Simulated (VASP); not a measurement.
**Re: relaxation of cell and atoms with revPBE+D4**

Crystal: Re.

```
Re
1.0
     2.76080    0.00000    0.00000
    -1.38040    2.39092    0.00000
     0.00000    0.00000    4.45820
Re
2
Cartesian
  1.3804 0.7970 3.3436
  0.0000 1.5939 1.1145
```

* Program: VASP 6.6.1
* Task: relaxation of cell and atoms
* Functional: revPBE
* Dispersion: D4
* Potentials or basis: VASP PAW PBE potentials, release 64 (Re)
* Cutoff: 600 eV
* k mesh: 11 × 11 × 6
* Occupations: fermi-dirac, width 0.05 eV
* Spin: no spin polarisation
* Dipole correction: no
* Further INCAR settings: ALGO = Normal; EDIFF = 1e-06; IBRION = 2; EDIFFG = -0.01; NSW = 60; ISIF = 3

```
Relaxed volume                        : 14.63 Å³/atom
Relaxed cell                          : a = 2.755 Å, b = 2.755 Å, c = 4.450 Å, α = 90.00°, β = 90.00°, γ = 120.00°
Space group after relaxing (to 0.1 Å) : P6_3/mmc (No. 194)
Energy gained by relaxing             : 0.6 meV/atom
Ionic steps                           : 4
Pressure after relaxing               : 0.0 GPa
Band gap on the k mesh                : zero (bands 7 and 8 overlap by 3.08 eV)
Dispersion energy per atom            : -1.027 eV
```

Stress tensor (GPa, compression positive):
```
-0.07  0.00  0.00
 0.00 -0.07  0.00
 0.00  0.00  0.10
```

The path:
| step | energy change (eV) | largest force (eV/Å) | pressure (GPa) | volume (Å³) |
| --- | --- | --- | --- | --- |
| 1 | 0.0000 | 0.0000 | -2.29 | 29.43 |
| 2 | 0.0209 | 0.0000 | 10.22 | 28.54 |
| 3 | -0.0013 | 0.0000 | 0.01 | 29.25 |
| 4 | -0.0013 | 0.0000 | -0.02 | 29.26 |

Final structure:
```
CELL_PARAMETERS angstrom
2.75526 0.00000 0.00000
-1.37763 2.38612 0.00000
0.00000 0.00000 4.45025
ATOMIC_POSITIONS crystal
Re 0.66667 0.33333 0.75000
Re 0.33333 0.66667 0.25000
```

Levels at points of the mesh, in eV from the Fermi level:
```tsv
k point	band 4	band 5	band 6	band 7	band 8	band 9	band 10	band 11
(0.00, 0.00, 0.00)	-1.60	-1.60	-0.76	-0.76	0.18	0.18	0.60	3.38
(0.00, 0.00, 0.50)	-2.41	-1.73	-1.73	-1.73	-1.73	2.56	2.56	2.56
```

Run time: 2.1 min on 1 thread of Intel Xeon 8259CL, on a shared host, peak memory 0.15 GiB.

Caveat: the dispersion term is far too large for a dense solid, which distorts pressure and volume; the PAW data sets were made with another functional, which shifts forces and pressure a little; spin-orbit coupling is left out, which moves the levels of the heavy elements.
